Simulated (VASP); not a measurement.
# C in VASP: a series of runs, part 2 of 2

VASP 6.6.1. The steps go on from the part before.

### Step 3. Single point, PBE+D3(BJ)

Input file INCAR:

```
ALGO = Normal
DIPOL = 0.5 0.5 0.500
EDIFF = 1E-7
ENCUT = 520
GGA = PE
IDIPOL = 3
ISIF = 2
ISMEAR = 0
IVDW = 12
LASPH = T
LCHARG = F
LDIPOL = T
LREAL = F
LWAVE = F
NBANDS = 11
NELM = 100
PREC = Accurate
SIGMA = 0.05
```

Input file KPOINTS:

```
k-points
0
Gamma
  15 15 1
```

Input file POSCAR:

```
C
1.0
    2.4657091164      0.0000000000      0.0000000000
   -1.2328545582      2.1353667332      0.0000000000
    0.0000000000      0.0000000000     18.0000000000
C
2
Direct
    0.3333333333      0.6666666667      0.5000000000
    0.6666666667      0.3333333333      0.5000000000
```

Potentials or basis: VASP PAW PBE potentials, release 64 (C).

Command:

```bash
$ cat potpaw_PBE.64/C/POTCAR > POTCAR
$ mpirun -np 1 vasp_std > vasp.out
```

OUTCAR:

```text
EDIFF = 1E-7
   ENCUT = 520
   GGA = PE
   ISIF = 2
   ISMEAR = 0
   IVDW = 12
   LASPH = T
   LREAL = F
   NELM = 100
   PREC = Accurate
 IVDW          = 12

 ion  position               nearest neighbor table
   1  0.333  0.667  0.500-   2 1.42   2 1.42   2 1.42
   2  0.667  0.333  0.500-   1 1.42   1 1.42   1 1.42

  LATTYP: Found a hexagonal cell.
 ALAT       =     2.4657091164
 C/A-ratio  =     7.3001311794

  Lattice vectors:

 A1 = (   2.4657091164,   0.0000000000,   0.0000000000)
[... 529 lines left out ...]

 Edisp (eV)   -0.17728

 E8    (eV) :    -0.0555

  FORCE on cell =-STRESS in cart. coord.  units (eV):
  Direction    XX          YY          ZZ          XY          YZ          ZX
  --------------------------------------------------------------------------------------
  -------------------------------------------------------------------------------------
  Total       0.08093     0.08093    -0.01153     0.00000     0.00000     0.00000
  in kB       1.36816     1.36816    -0.19494     0.00000     0.00000     0.00000
  external pressure =        0.85 kB  Pullay stress =        0.00 kB

 VOLUME and BASIS-vectors are now :
 -----------------------------------------------------------------------------
  energy-cutoff  :      520.00
  volume of cell :       94.77
      direct lattice vectors                 reciprocal lattice vectors
     2.465709116  0.000000000  0.000000000     0.405562843  0.234151817  0.000000000
    -1.232854558  2.135366733  0.000000000     0.000000000  0.468303633  0.000000000
     0.000000000  0.000000000 18.000000000     0.000000000  0.000000000  0.055555556

 POSITION                                       TOTAL-FORCE (eV/Angst)
 -----------------------------------------------------------------------------------
     -0.00000      1.42358      9.00000         0.000000     -0.000000      0.000000
      1.23285      0.71179      9.00000        -0.000000      0.000000      0.000000
 -----------------------------------------------------------------------------------
    total drift:                                0.000000      0.000000     -0.000000

  FREE ENERGIE OF THE ION-ELECTRON SYSTEM (eV)
  ---------------------------------------------------
  free  energy   TOTEN  =       -18.6257426993 eV

  energy  without entropy=      -18.6252411974  energy(sigma->0) =      -18.62549195

 vacuum level on the upper side and lower side of the slab         1.619         1.619
```

stdout:

```text
POSCAR found type information on POSCAR C
 POSCAR found :  1 types and       2 ions
 scaLAPACK will be used
 LDA part: xc-table for (Slater+PW92), standard interpolation
 POSCAR, INCAR and KPOINTS ok, starting setup
 FFT: planning ... GRIDC
 FFT: planning ... GRID_SOFT
 FFT: planning ... GRID
 WAVECAR not read
 entering main loop
```

Wall time 18 s (1 thread of Intel Xeon 6975P-C (Granite Rapids), shared host); peak memory 0.19 GiB.

Results:

```
Free energy                : -18.6257 eV
Band gap on the k mesh     : zero (filled and empty bands touch)
Dispersion energy per atom : -0.089 eV
```

### Step 4. Single point, PBE+D3(BJ)

This run uses another cell than the first one, of 47.02 Å³/atom, 0.992 times its volume.

Input file INCAR:

```
PREC = Accurate
ENCUT = 520
EDIFF = 1E-6
ISMEAR = 0
SIGMA = 0.05
LREAL = F
LASPH = T
NELM = 60
ALGO = Normal
ISIF = 2
LWAVE = F
LCHARG = F
LDIPOL = T
IDIPOL = 3
DIPOL = 0.5 0.5 0.500
GGA = PE
IVDW = 12
NBANDS = 11
```

Input file KPOINTS:

```
Automatic mesh
0
Gamma
  15 15 1
```

Input file POSCAR:

```
C
1.0
    2.4561701600      0.0000000000      0.0000000000
   -1.2280850800      2.1271057600      0.0000000000
    0.0000000000      0.0000000000     18.0000000000
C
2
Direct
    0.3333333300      0.6666666600      0.5000000000
    0.6666666700      0.3333333400      0.5000000000
```

Command:

```bash
$ cat potpaw_PBE.64/C/POTCAR > POTCAR
$ mpirun -np 1 vasp_std > vasp.out
```

Run time: 18 s. Hardware: 1 thread of Intel Xeon 6975P-C (Granite Rapids), shared host; peak memory 0.2 GiB.

It converged, with:

- Free energy: -18.6229 eV
- Band gap on the k mesh: zero (filled and empty bands touch)
- Dispersion energy per atom: -0.089 eV

Levels at points of the mesh, in eV from the Fermi level:
```
           k point  band 1  band 2  band 3  band 4  band 5  band 6  band 7  band 8  band 9
(0.00, 0.00, 0.00)  -19.62   -7.70   -3.04   -3.04    3.22    4.05    4.46    5.66    6.20
```

### Step 5. Single point, PBE+D3(BJ)

Input file INCAR:

```
SYSTEM = C
PREC     = Accurate       ! precision mode
ENCUT    = 520            ! plane-wave cutoff, eV
EDIFF    = 1E-6           ! SCF threshold, eV
ISMEAR   = 0              ! smearing method
SIGMA    = 0.05           ! smearing width, eV
LREAL    = .False.        ! projectors in reciprocal space
LASPH    = .True.         ! aspherical terms in the spheres
NELM     = 80             ! most SCF steps
ALGO     = Normal         ! electronic algorithm
ISIF     = 2              ! what is computed and relaxed
LWAVE    = .False.        ! write WAVECAR
LCHARG   = .False.        ! write CHGCAR
LDIPOL   = .True.       
IDIPOL   = 3            
DIPOL    = 0.5 0.5 0.500
GGA      = PE             ! functional
IVDW     = 12             ! dispersion correction
NBANDS   = 11             ! bands
```

Input file KPOINTS:

```
Automatic mesh
0
Gamma
  48 48 1
  0 0 0
```

Input file POSCAR:

```
C
1.0
    2.4657091164      0.0000000000      0.0000000000
   -1.2328545582      2.1353667332      0.0000000000
    0.0000000000      0.0000000000     18.0000000000
C
2
Direct
    0.3333333333      0.6666666667      0.5000000000
    0.6666666667      0.3333333333      0.5000000000
```

Command:

```bash
$ cat potpaw_PBE.64/C/POTCAR > POTCAR
$ mpirun -np 1 vasp_std > vasp.out
```

It took 1.8 min on 1 thread of Intel Xeon 6975P-C (Granite Rapids), shared host; peak memory 0.32 GiB.

It converged, with:

| Property | Result |
| --- | --- |
| Free energy | -18.6290 eV |
| Band gap on the k mesh | zero (filled and empty bands touch) |
| Dispersion energy per atom | -0.089 eV |

Levels at points of the mesh, in eV from the Fermi level:
```csv
k point,band 2,band 3,band 4,band 5,band 6,band 7
"(0.00, 0.00, 0.00)",-7.62,-3.05,-3.05,3.26,4.08,4.48
"(0.50, 0.00, 0.00)",-13.24,-6.42,-2.36,1.68,7.37,11.11
```

### Step 6. Relaxation of the atoms, PBE+D3(BJ)

Input file INCAR:

```
PREC = Accurate ; ENCUT = 520
EDIFF = 1E-7 ; ISMEAR = 0
SIGMA = 0.05 ; LREAL = F
LASPH = T ; NELM = 80
ALGO = Normal ; ISIF = 2
LWAVE = F ; LCHARG = F
LDIPOL = T ; IDIPOL = 3
DIPOL = 0.5 0.5 0.500 ; GGA = PE
IVDW = 12 ; IBRION = 2
NSW = 60 ; EDIFFG = -0.04
```

Input file KPOINTS:

```
Automatic mesh
0
Gamma
  12 12 1
```

POSCAR is that of step 5.

Potentials or basis: VASP PAW PBE potentials, release 64 (C).

Command:

```bash
$ cat potpaw_PBE.64/C/POTCAR > POTCAR
$ mpirun -np 1 vasp_std > vasp.out
```

OUTCAR:

```text
PREC = Accurate
   ENCUT = 520
   EDIFF = 1E-7
   ISMEAR = 0
   LREAL = F
   LASPH = T
   NELM = 80
   ISIF = 2
   GGA = PE
   IVDW = 12
   IBRION = 2
   NSW = 60
   EDIFFG = -0.04
 IVDW          = 12

 ion  position               nearest neighbor table
   1  0.333  0.667  0.500-   2 1.42   2 1.42   2 1.42
   2  0.667  0.333  0.500-   1 1.42   1 1.42   1 1.42

  LATTYP: Found a hexagonal cell.
 ALAT       =     2.4657091164
 C/A-ratio  =     7.3001311794

  Lattice vectors:
[... 397 lines left out ...]

 Edisp (eV)   -0.17728

 E8    (eV) :    -0.0555

  FORCE on cell =-STRESS in cart. coord.  units (eV):
  Direction    XX          YY          ZZ          XY          YZ          ZX
  --------------------------------------------------------------------------------------
  -------------------------------------------------------------------------------------
  Total       0.08530     0.08530    -0.01158     0.00000     0.00000     0.00000
  in kB       1.44201     1.44201    -0.19571     0.00000     0.00000     0.00000
  external pressure =        0.90 kB  Pullay stress =        0.00 kB

 VOLUME and BASIS-vectors are now :
 -----------------------------------------------------------------------------
  energy-cutoff  :      520.00
  volume of cell :       94.77
      direct lattice vectors                 reciprocal lattice vectors
     2.465709116  0.000000000  0.000000000     0.405562843  0.234151817  0.000000000
    -1.232854558  2.135366733  0.000000000     0.000000000  0.468303633  0.000000000
     0.000000000  0.000000000 18.000000000     0.000000000  0.000000000  0.055555556

 POSITION                                       TOTAL-FORCE (eV/Angst)
 -----------------------------------------------------------------------------------
     -0.00000      1.42358      9.00000        -0.000000      0.000000      0.000000
      1.23285      0.71179      9.00000         0.000000     -0.000000      0.000000
 -----------------------------------------------------------------------------------
    total drift:                                0.000000     -0.000000     -0.000000

  FREE ENERGIE OF THE ION-ELECTRON SYSTEM (eV)
  ---------------------------------------------------
  free  energy   TOTEN  =       -18.6224425007 eV

  energy  without entropy=      -18.6216589040  energy(sigma->0) =      -18.62205070

 reached required accuracy - stopping structural energy minimisation

 vacuum level on the upper side and lower side of the slab         1.620         1.620
```

Wall time 41 s (1 thread of Intel Xeon 8259CL, shared host); peak memory 0.19 GiB.

What came out:

```
Free energy                : -18.6224 eV
Band gap on the k mesh     : zero (filled and empty bands touch)
Dispersion energy per atom : -0.089 eV
```

Final structure:
```
C
1.0
     2.46571    0.00000    0.00000
    -1.23285    2.13537    0.00000
     0.00000    0.00000   18.00000
C
2
Direct
  0.33333 0.66667 0.50000
  0.66667 0.33333 0.50000
```

Levels at points of the mesh, in eV from the Fermi level:
| k point | band 2 | band 3 | band 4 | band 5 | band 6 | band 7 |
| --- | --- | --- | --- | --- | --- | --- |
| (0.00, 0.00, 0.00) | -7.62 | -3.05 | -3.05 | 3.26 | 4.08 | 4.50 |
| (0.50, 0.00, 0.00) | -13.24 | -6.42 | -2.36 | 1.68 | 7.37 | 11.11 |

Caveat: the relaxation stopped at its first step, so nothing moved.

### Step 7. Summary

| task | cell | k mesh | gap on the mesh (eV) |
| --- | --- | --- | --- |
| single point | a = 2.466, b = 2.466, c = 18.000 Å, angles 90.0, 90.0, 120.0°, 2 atoms | 12 × 12 × 1 | none |
| single point | a = 2.466, b = 2.466, c = 18.000 Å, angles 90.0, 90.0, 120.0°, 2 atoms | 15 × 15 × 1 | none |
| single point | a = 2.456, b = 2.456, c = 18.000 Å, angles 90.0, 90.0, 120.0°, 2 atoms | 15 × 15 × 1 | none |
| single point | a = 2.466, b = 2.466, c = 18.000 Å, angles 90.0, 90.0, 120.0°, 2 atoms | 48 × 48 × 1 | none |
| relaxation of the atoms | atoms relaxed from a = 2.466, b = 2.466, c = 18.000 Å, angles 90.0, 90.0, 120.0°, 2 atoms | 12 × 12 × 1 | none |

Alike in all rows: level PBE+D3(BJ); potentials or basis VASP PAW PBE potentials, release 64 (C); no spin polarisation; cutoff (eV) 520; smearing gaussian 0.05 eV.

Every run on the cell as given and a fine mesh finds a metal.

Caveats: the relaxation stopped at its first step, so nothing moved (some runs).

Total energies depend on the potentials used, so only differences within one code and one set of settings carry meaning.
